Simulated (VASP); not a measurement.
Here is a VASP 6.6.1 calculation.

File INCAR:

```
SYSTEM = SnGe2
PREC = Accurate
ENCUT = 520
EDIFF = 1E-6
ISMEAR = -1
SIGMA = 0.02
LREAL = .False.
LASPH = .True.
NELM = 80
ALGO = Normal
ISIF = 2
LWAVE = .False.
LCHARG = .False.
GGA = PE
NBANDS = 51
```

KPOINTS

```
regular mesh
0
Gamma
  6 6 2
  0 0 0
```

POSCAR

```
SnGe2
1.0
    4.3825240531      0.0000000000      0.0000000000
   -2.1912620266      3.7953771627      0.0000000000
    0.0000000000      0.0000000000     10.7435821792
Ge Sn
4 2
Direct
    0.0000000000      0.0000000000      0.8820545252
    0.6666666667      0.3333333333      0.5350820870
    0.3333333333      0.6666666667      0.4649179130
    0.0000000000      0.0000000000      0.1179454748
    0.3333333333      0.6666666667      0.2086912127
    0.6666666667      0.3333333333      0.7913087873
```

Potentials or basis: VASP PAW PBE potentials, release 64 (Ge_d, Sn_d).

Run with:

```console
$ cat potpaw_PBE.64/Ge_d/POTCAR potpaw_PBE.64/Sn_d/POTCAR > POTCAR
$ mpirun -np 1 vasp_std > vasp.out
```

**Question.** Estimate the largest force.

**Answer.** 0.053 eV/Å.

**Question.** Predict the pressure.

**Answer.** -2.5 GPa.

**Question.** Estimate the band gap on the k mesh.

**Answer.** Zero (bands 42 and 43 overlap by 0.27 eV).

Forces on the atoms (eV/Å):
```
Ge   0.000  0.000  0.003
Ge   0.000  0.000  0.053
Ge   0.000  0.000 -0.053
Ge   0.000  0.000 -0.003
Sn   0.000  0.000 -0.042
Sn   0.000  0.000  0.042
```

Caveat: semilocal functionals underestimate gaps, so a narrow gap can read as zero; spin-orbit coupling is left out, which moves the levels of the heavy elements.
